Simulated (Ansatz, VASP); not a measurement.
## One calculation of MgI2, two programs

INCAR

```
  ALGO = Normal
  EDIFF = 1E-6
  ENCUT = 520
  GGA = PE
  ISIF = 2
  ISMEAR = 0
  IVDW = 12
  LASPH = True
  LCHARG = True
  LELF = True
  LREAL = False
  LVHAR = True
  LWAVE = False
  NBANDS = 15
  NELM = 60
  PREC = Accurate
  SIGMA = 0.05
```

The input KPOINTS:

```
k-points
0
Gamma
  6 6 4
```

File POSCAR:

```
MgI2
1.0
    3.8214041117      0.0000000000      0.0000000000
   -1.9107020558      3.3094330388      0.0000000000
    0.0000000000      0.0000000000      7.1364800000
Mg I
1 2
Direct
    0.0000000000      0.0000000000      0.0000000000
    0.3333333333      0.6666666667      0.7576300000
    0.6666666667      0.3333333333      0.2423700000
```

Input for Ansatz:

```yaml
crystal:
  lattice:
    - [3.8214041117, 0.0, 0.0]
    - [-1.9107020558, 3.3094330388, 0.0]
    - [0.0, 0.0, 7.13648]
  atoms:
    - { symbol: Mg, position: [0.0, 0.0, 0.0] }
    - { symbol: I, position: [0.3333333333, 0.6666666667, 0.75763] }
    - { symbol: I, position: [0.6666666667, 0.3333333333, 0.24237] }
basis:
  ecutwfc: 420
kpoints:
  mp_grid: { grid: [6, 6, 4] }
hamiltonian:
  xc: pbe
  dispersion: d3bj
scf:
  occupations: { method: gaussian, width: 0.05 }
output:
  forces: true
  stress: true
  eigenvalues: true
```

Change from the starting cell: strain -0.080 along x and y, +0.040 along z, atoms carried along.

Alike in both runs: task single point; functional PBE; dispersion D3(BJ); k mesh 6 × 6 × 4; occupations gaussian, width 0.05 eV; no spin polarisation.

|  | VASP | Ansatz |
| --- | --- | --- |
| version | VASP 6.6.1 | Ansatz 0.2.0 |
| potentials or method | VASP PAW PBE potentials, release 64 (Mg, I), cutoff 520 eV | scalar-relativistic, plane waves, PAW |
| valence electrons in the cell | 16 | 44 |

|  | VASP | Ansatz | Ansatz less VASP |
| --- | --- | --- | --- |
| gap on the k mesh at the Fermi level (eV) | 3.23 | 3.24 | +0.015 |
| least direct gap on the mesh (eV) | 3.92 | 3.93 | +0.010 |
| pressure (GPa) | 5.2 | 5.3 | +0.05 |
| traceless stress, the component that is largest in VASP (GPa) | -3.57 | -3.58 | -0.008 |
| rms of the force components (eV/Å) | 0.170 | 0.174 | +0.0036 |

Atom by atom the forces differ by 0.004 eV/Å (rms over components). VASP's potentials hold 16 valence electrons a cell and Ansatz's 44, so a difference there can come from the potentials and not from the codes.

Spin-orbit coupling is off throughout.
